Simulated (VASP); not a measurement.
# CdS (F-43m) in VASP: a series of runs

Aim: see how the results for CdS move with the level of theory and the settings. Levels: PBE, r2SCAN, HSE06, PBE0. Tasks: single point.

All numbers are computed with VASP 6.6.1; they aren't measurements. Logs are shortened: lines on timing, memory, paths and dates and some standing lists are left out, and cuts for length are marked.

**1. The cell of the first run**

The structure is cubic, space group F-43m (No. 216). Conventional cell: a = 5.878 Å, b = 5.878 Å, c = 5.878 Å, α = 90.00°, β = 90.00°, γ = 90.00°. Cd (site symmetry -43m) has 4 S at 2.55 Å within 3.4 Å. Within 3.4 Å of S (site symmetry -43m) lie 4 Cd at 2.55 Å.

**2. Single point, PBE**

File INCAR:

```
SYSTEM = CdS
PREC = Accurate ; ENCUT = 500
EDIFF = 1E-6 ; ISMEAR = 0
SIGMA = 0.01 ; LREAL = .False.
LASPH = .True. ; NELM = 120
ALGO = Normal ; ISIF = 2
LWAVE = .False. ; LCHARG = .False.
GGA = PE ; NBANDS = 16
GGA_COMPAT = .False.
```

File KPOINTS:

```
regular mesh
0
Gamma
  8 8 8
  0 0 0
```

File POSCAR:

```
CdS
1.0
    0.0000000000      2.9392087882      2.9392087882
    2.9392087882      0.0000000000      2.9392087882
    2.9392087882      2.9392087882      0.0000000000
Cd S
1 1
Direct
    0.0000000000      0.0000000000      0.0000000000
    0.2500000000      0.2500000000      0.2500000000
```

Potentials or basis: VASP PAW PBE potentials, release 64 (Cd, S).

Command:

```
$ cat potpaw_PBE.64/Cd/POTCAR potpaw_PBE.64/S/POTCAR > POTCAR
$ mpirun -np 1 vasp_std > vasp.out
```

OUTCAR:

```text
SYSTEM = CdS
   PREC = Accurate
   ENCUT = 500
   EDIFF = 1E-6
   ISMEAR = 0
   LREAL = .False.
   LASPH = .True.
   NELM = 120
   ISIF = 2
   GGA = PE

 ion  position               nearest neighbor table
   1  0.000  0.000  0.000-   2 2.55   2 2.55   2 2.55   2 2.55
   2  0.250  0.250  0.250-   1 2.55   1 2.55   1 2.55   1 2.55

  LATTYP: Found a face centered cubic cell.
 ALAT       =     5.8784175764

  Lattice vectors:

 A1 = (   0.0000000000,   2.9392087882,   2.9392087882)
 A2 = (   2.9392087882,   0.0000000000,   2.9392087882)
 A3 = (   2.9392087882,   2.9392087882,   0.0000000000)

Analysis of symmetry for initial positions (statically):
=====================================================================
 Subroutine PRICEL returns:
 Original cell was already a primitive cell.

 Routine SETGRP: Setting up the symmetry group for a
 face centered cubic supercell.

 Subroutine GETGRP returns: Found 24 space group operations
 (whereof 24 operations were pure point group operations)
 out of a pool of 48 trial point group operations.

The static configuration has the point symmetry T_d .

Analysis of symmetry for dynamics (positions and initial velocities):
=====================================================================
 Subroutine PRICEL returns:
 Original cell was already a primitive cell.

 Routine SETGRP: Setting up the symmetry group for a
 face centered cubic supercell.

 Subroutine GETGRP returns: Found 24 space group operations
 (whereof 24 operations were pure point group operations)
 out of a pool of 48 trial point group operations.

The dynamic configuration has the point symmetry T_d .

 Subroutine INISYM returns: Found 24 space group operations
 (whereof 24 operations are pure point group operations),
 and found     1 'primitive' translations

----------------------------------------------------------------------------------------

                                     Primitive cell

  volume of cell :      50.7833

  direct lattice vectors                    reciprocal lattice vectors
     0.000000000  2.939208788  2.939208788    -0.170113808  0.170113808  0.170113808
     2.939208788  0.000000000  2.939208788     0.170113808 -0.170113808  0.170113808
     2.939208788  2.939208788  0.000000000     0.170113808  0.170113808 -0.170113808

  length of vectors
     4.156668931  4.156668931  4.156668931     0.294645759  0.294645759  0.294645759

  position of ions in fractional coordinates (direct lattice)
     0.000000000  0.000000000  0.000000000
     0.250000000  0.250000000  0.250000000

  ion indices of the primitive-cell ions
   primitive index   ion index
                 1           1
                 2           2

----------------------------------------------------------------------------------------

 KPOINTS: regular mesh

Automatic generation of k-mesh.
 Grid dimensions read from file:
 generate k-points for:    8    8    8

 Generating k-lattice:

  Cartesian coordinates                     Fractional coordinates (reciprocal lattice)
    -0.021264226  0.021264226  0.021264226     0.125000000  0.000000000  0.000000000
     0.021264226 -0.021264226  0.021264226     0.000000000  0.125000000  0.000000000
     0.021264226  0.021264226 -0.021264226     0.000000000  0.000000000  0.125000000

  Length of vectors
     0.036830720  0.036830720  0.036830720

  Shift w.r.t. Gamma in fractional coordinates (k-lattice)
     0.000000000  0.000000000  0.000000000

 Subroutine IBZKPT returns following result:
 ===========================================

 Found     29 irreducible k-points:

 Following reciprocal coordinates:
            Coordinates               Weight
  0.000000  0.000000  0.000000      1.000000
  0.125000  0.000000  0.000000      8.000000
  0.250000  0.000000  0.000000      8.000000
  0.375000  0.000000  0.000000      8.000000
  0.500000  0.000000  0.000000      4.000000
  0.125000  0.125000  0.000000      6.000000
[... 16 lines left out ...]
  0.500000  0.250000  0.125000     48.000000
 -0.375000  0.250000  0.125000     24.000000
 [... further k-points ...]
   k-points           NKPTS =     29   k-points in BZ     NKDIM =     29   number of bands    NBANDS=     16
   number of dos      NEDOS =    301   number of ions     NIONS =      2
   total plane-waves  NPLWV =  27000
   dimension x,y,z NGX =    30 NGY =   30 NGZ =   30
   dimension x,y,z NGXF=    60 NGYF=   60 NGZF=   60
   ions per type =               1   1
   NGX,Y,Z   is equivalent  to a cutoff of  12.00, 12.00, 12.00 a.u.
   NGXF,Y,Z  is equivalent  to a cutoff of  24.00, 24.00, 24.00 a.u.
 SYSTEM =  CdS
   PREC   = accura    normal or accurate (medium, high low for compatibility)
   ISTART =      0    job   : 0-new  1-cont  2-samecut
   ICHARG =      2    charge: 1-file 2-atom 10-const
   ISPIN  =      1    spin polarized calculation?
   LNONCOLLINEAR =      F non collinear calculations
   LSORBIT =      F    spin-orbit coupling
   LASPH  =      T    aspherical Exc in radial PAW
   ENCUT  =  500.0 eV  36.75 Ry    6.06 a.u.   7.58  7.58  7.58*2*pi/ulx,y,z
   NELM   =    120;   NELMIN=  2; NELMDL= -5     # of ELM steps
   EDIFF  = 0.1E-05   stopping-criterion for ELM
   LREAL  =      F    real-space projection
   EDIFFG = 0.1E-04   stopping-criterion for IOM
   NSW    =      0    number of steps for IOM
   IBRION =     -1    ionic relax: 0-MD 1-quasi-New 2-CG
   NFREE  =      0    steps in history (QN), initial steepest desc. (CG)
   ISIF   =      2    stress and relaxation
   ISYM   =      2    0-nonsym 1-usesym 2-fastsym
   POTIM  = 0.5000    time-step for ionic-motion
   TEBEG  =    0.0;   TEEND  =   0.0 temperature during run
   PSTRESS=    0.0 pullay stress
   NELECT =      18.0000    total number of electrons
   NUPDOWN=      -1.0000    fix difference up-down
   EMIN   =  10.00;   EMAX   =-10.00  energy-range for DOS
   EFERMI =   0.00;   METHOD = LEGACY
   ISMEAR =     0;   SIGMA  =   0.01  broadening in eV -4-tet -1-fermi 0-gaus
   EFERMI_NEDOS =   21; number of points for ismear=-14 and -15
   IALGO  =     38    algorithm
   IMIX   =      4    mixing-type and parameters
     AMIX     =   0.40;   BMIX     =  1.00
     AMIX_MAG =   1.60;   BMIX_MAG =  1.00
  volume/ion in A,a.u.               =      25.39       171.35
  Fermi-wavevector in a.u.,A,eV,Ry     =   1.158578  2.189395 18.263137  1.342303
  Thomas-Fermi vector in A             =   2.295179
   LORBIT       =      0    0 simple, 1 ext, 2 COOP (PROOUT), +10 PAW based schemes
   GGA     = PE    functional components
   LHFCALC =     F    Hartree Fock is set to
   AEXX    =    0.0000 exact exchange contribution
   IVDW    =     0    specifies the selected vdW correction
   LEPSILON=     F    determine dielectric tensor
   LRPA    =     F    only Hartree local field effects (RPA)
 non-spin polarized calculation
 Gauss-broadening in eV      SIGMA  =   0.01
  energy-cutoff  :      500.00
  volume of cell :       50.78
 maximum number of plane-waves:      1308
   NGX = 15   NGY = 15   NGZ = 15

 number of electron      17.9999992 magnetization

 Free energy of the ion-electron system (eV)
  ---------------------------------------------------
  ext. energy  EPLUGINS =         0.00000000
  ---------------------------------------------------
  free energy    TOTEN  =        -6.13916776 eV

  energy without entropy =       -6.13916776  energy(sigma->0) =       -6.13916776

 E-fermi :   1.2389     XC(G=0):  -9.0411

 val. band max:        1.1177849523   @ k =   0.0000   0.0000   0.0000
 cond. band min:       2.2159497637   @ k =   0.0000   0.0000   0.0000
 fundamental gap:      1.0981648114
 Fermi energy:         1.2389082229

 k-point     1 :       0.0000    0.0000    0.0000
  band No.  band energies     occupation
      1     -11.1119      2.00000
      2      -6.5290      2.00000
      3      -6.5290      2.00000
      4      -6.5290      2.00000
      5      -6.0803      2.00000
      6      -6.0803      2.00000
[... 8 lines left out ...]
     15      12.5625      0.00000
     16      12.5625      0.00000

 k-point     2 :       0.1250    0.0000    0.0000
  band No.  band energies     occupation
      1     -11.0530      2.00000
      2      -6.5078      2.00000
      3      -6.5078      2.00000
      4      -6.4762      2.00000
      5      -6.0812      2.00000
      6      -6.0812      2.00000
[... 8 lines left out ...]
     15      11.9743      0.00000
     16      13.0267      0.00000

 k-point     3 :       0.2500    0.0000    0.0000
  band No.  band energies     occupation
      1     -10.9099      2.00000
      2      -6.4620      2.00000
      3      -6.4620      2.00000
      4      -6.2898      2.00000
      5      -6.0762      2.00000
      6      -6.0762      2.00000
[... 8 lines left out ...]
     15      11.7403      0.00000
     16      12.3944      0.00000

 k-point     4 :       0.3750    0.0000    0.0000
  band No.  band energies     occupation
      1     -10.7669      2.00000
      2      -6.4266      2.00000
      3      -6.4266      2.00000
      4      -6.0575      2.00000
      5      -6.0575      2.00000
      6      -5.9553      2.00000
[... 8 lines left out ...]
     15      12.5785      0.00000
     16      12.5785      0.00000
[... 324 lines left out ...]
 k-point    22 :       0.3750    0.2500    0.1250
  band No.  band energies     occupation
      1     -10.8049      2.00000
      2      -6.4124      2.00000
      3      -6.3881      2.00000
      4      -6.2281      2.00000
      5      -6.0716      2.00000
      6      -6.0219      2.00000
[... 8 lines left out ...]
     15      13.0775      0.00000
     16      14.9174      0.00000

 k-point    23 :       0.5000    0.2500    0.1250
  band No.  band energies     occupation
      1     -10.6924      2.00000
      2      -6.3789      2.00000
      3      -6.3547      2.00000
      4      -6.1396      2.00000
      5      -6.0486      2.00000
      6      -5.7987      2.00000
[... 8 lines left out ...]
     15      13.8436      0.00000
     16      14.1521      0.00000

 k-point    24 :      -0.3750    0.2500    0.1250
  band No.  band energies     occupation
      1     -10.6466      2.00000
      2      -6.3742      2.00000
      3      -6.3390      2.00000
      4      -6.1034      2.00000
      5      -6.0550      2.00000
      6      -5.6133      2.00000
[... 8 lines left out ...]
     15      13.3570      0.00000
     16      14.2119      0.00000

 [... further k-points ...]

------------------------ aborting loop because EDIFF is reached ----------------------------------------

  FORCE on cell =-STRESS in cart. coord.  units (eV):
  Direction    XX          YY          ZZ          XY          YZ          ZX
  --------------------------------------------------------------------------------------
  -------------------------------------------------------------------------------------
  Total        0.5390538      0.5390538      0.5390538      0.0000000     -0.0000000      0.0000000
  in kB       17.0067512     17.0067512     17.0067512      0.0000000     -0.0000000      0.0000000
  external PRESSURE =      17.0067512 kB  Pullay stress =       0.0000000 kB

 VOLUME and BASIS-vectors are now :
 -----------------------------------------------------------------------------
  energy-cutoff  :      500.00
  volume of cell :       50.78
      direct lattice vectors                 reciprocal lattice vectors
     0.000000000  2.939208788  2.939208788    -0.170113808  0.170113808  0.170113808
     2.939208788  0.000000000  2.939208788     0.170113808 -0.170113808  0.170113808
     2.939208788  2.939208788  0.000000000     0.170113808  0.170113808 -0.170113808

 POSITION                                       TOTAL-FORCE (eV/Angst)
 -----------------------------------------------------------------------------------
      0.00000      0.00000      0.00000        -0.000000      0.000000     -0.000000
      1.46960      1.46960      1.46960         0.000000     -0.000000      0.000000
 -----------------------------------------------------------------------------------
    total drift:                                0.000000      0.000000     -0.000000

  FREE ENERGIE OF THE ION-ELECTRON SYSTEM (eV)
  ---------------------------------------------------
  free  energy   TOTEN  =        -6.1391677615 eV

  energy  without entropy=       -6.1391677615  energy(sigma->0) =       -6.13916776
```

Wall time 24 s (1 thread of AMD EPYC 7R43 (Zen 3), shared host); peak memory 0.14 GiB.

What came out:

```
Free energy            : -6.1392 eV
Pressure               : 1.7 GPa
Band gap on the k mesh : 1.10 eV
```

Levels at points of the mesh, in eV from the valence-band top:
```csv
k point,band 7,band 8,band 9,band 10,band 11,band 12
"(0.00, 0.00, 0.00)",0.00,0.00,0.00,1.10,6.55,6.55
"(0.50, 0.00, 0.00)",-4.26,-0.72,-0.72,2.98,7.01,7.01
"(0.50, 0.50, 0.00)",-3.85,-1.80,-1.80,3.59,4.32,9.14
```

**3. Single point, r2SCAN**

POSCAR is that of step 2.

File INCAR.step1:

```
SYSTEM = CdS
ALGO = Normal ; EDIFF = 1E-5
ENCUT = 550 ; GGA = PE
GGA_COMPAT = .FALSE. ; ISMEAR = 0
LASPH = .TRUE. ; LCHARG = .FALSE.
LREAL = .FALSE. ; LWAVE = .TRUE.
NBANDS = 16 ; NELM = 120
PREC = Accurate ; SIGMA = 0.01
```

File INCAR.step2:

```
SYSTEM = CdS
ALGO = Normal ; EDIFF = 1E-6
ENCUT = 550 ; GGA_COMPAT = .FALSE.
ISIF = 2 ; ISMEAR = 0
ISTART = 1 ; LASPH = .TRUE.
LCHARG = .FALSE. ; LMIXTAU = .TRUE.
LREAL = .FALSE. ; LWAVE = .FALSE.
METAGGA = R2SCAN ; NBANDS = 16
NELM = 120 ; PREC = Accurate
SIGMA = 0.01
```

File KPOINTS:

```
k-points
0
G
  6 6 6
  0 0 0
```

Potentials or basis: VASP PAW PBE potentials, release 64 (Cd, S).

Command:

```
$ cat potpaw_PBE.64/Cd/POTCAR potpaw_PBE.64/S/POTCAR > POTCAR
$ cp INCAR.step1 INCAR
$ mpirun -np 1 vasp_std > vasp.out
$ cp INCAR.step2 INCAR
$ mpirun -np 1 vasp_std > vasp.out
```

Run time: 64 s. Hardware: 1 thread of AMD EPYC 7R43 (Zen 3), shared host; peak memory 0.15 GiB.

Results (log left out):

```
Free energy            : -29.6843 eV
Pressure               : 0.3 GPa
Band gap on the k mesh : 1.54 eV
```

Levels at points of the mesh, in eV from the valence-band top:
| k point | band 6 | band 7 | band 8 | band 9 | band 10 | band 11 | band 12 | band 13 |
| --- | --- | --- | --- | --- | --- | --- | --- | --- |
| (0.00, 0.00, 0.00) | -7.41 | 0.00 | 0.00 | 0.00 | 1.54 | 7.08 | 7.08 | 7.08 |
| (0.50, 0.00, 0.00) | -7.04 | -4.32 | -0.73 | -0.73 | 3.44 | 7.48 | 7.48 | 7.83 |
| (0.50, 0.50, 0.00) | -6.98 | -3.88 | -1.84 | -1.84 | 3.88 | 4.73 | 9.69 | 11.40 |

Caveat: the PAW data sets were made with another functional, which shifts forces and pressure a little.

**4. Single point, HSE06**

POSCAR is that of step 3.

File INCAR.step1:

```
SYSTEM = CdS
PREC = Accurate ; ENCUT = 400
EDIFF = 1E-5 ; ISMEAR = 0
SIGMA = 0.01 ; LREAL = .False.
LASPH = .True. ; NELM = 120
ALGO = Normal ; ISIF = 2
LWAVE = .True. ; LCHARG = .False.
GGA = PE ; NBANDS = 16
GGA_COMPAT = .False.
```

File INCAR.step2:

```
SYSTEM = CdS
PREC = Accurate ; ENCUT = 400
EDIFF = 1E-6 ; ISMEAR = 0
SIGMA = 0.01 ; LREAL = .False.
LASPH = .True. ; NELM = 120
ALGO = Normal ; ISIF = 2
LWAVE = .False. ; LCHARG = .False.
GGA = PE ; LHFCALC = .True.
HFSCREEN = 0.2079 ; PRECFOCK = Normal
ISTART = 1 ; NBANDS = 16
GGA_COMPAT = .False.
```

File KPOINTS:

```
Automatic mesh
0
Gamma
  6 6 6
  0 0 0
```

Command:

```
$ cat potpaw_PBE.64/Cd/POTCAR potpaw_PBE.64/S/POTCAR > POTCAR
$ cp INCAR.step1 INCAR
$ mpirun -np 1 vasp_std > vasp.out
$ cp INCAR.step2 INCAR
$ mpirun -np 1 vasp_std > vasp.out
```

It took 50 min on 1 thread of AMD EPYC 7R43 (Zen 3), shared host; peak memory 0.24 GiB.

Results (log left out):

* Free energy: -7.6162 eV
* Pressure: 0.1 GPa
* Band gap on the k mesh: 2.11 eV

Levels at points of the mesh, in eV from the valence-band top:
```tsv
k point	band 6	band 7	band 8	band 9	band 10	band 11	band 12	band 13
(0.00, 0.00, 0.00)	-8.33	0.00	0.00	0.00	2.11	7.71	7.71	7.71
(0.50, 0.00, 0.00)	-7.93	-4.55	-0.77	-0.77	4.07	8.15	8.15	8.60
(0.50, 0.50, 0.00)	-7.85	-4.11	-1.93	-1.93	4.48	5.44	10.43	12.13
```

Caveat: the PAW data sets were made with another functional, which shifts forces and pressure a little.

(Continued in part 2 of 2.)
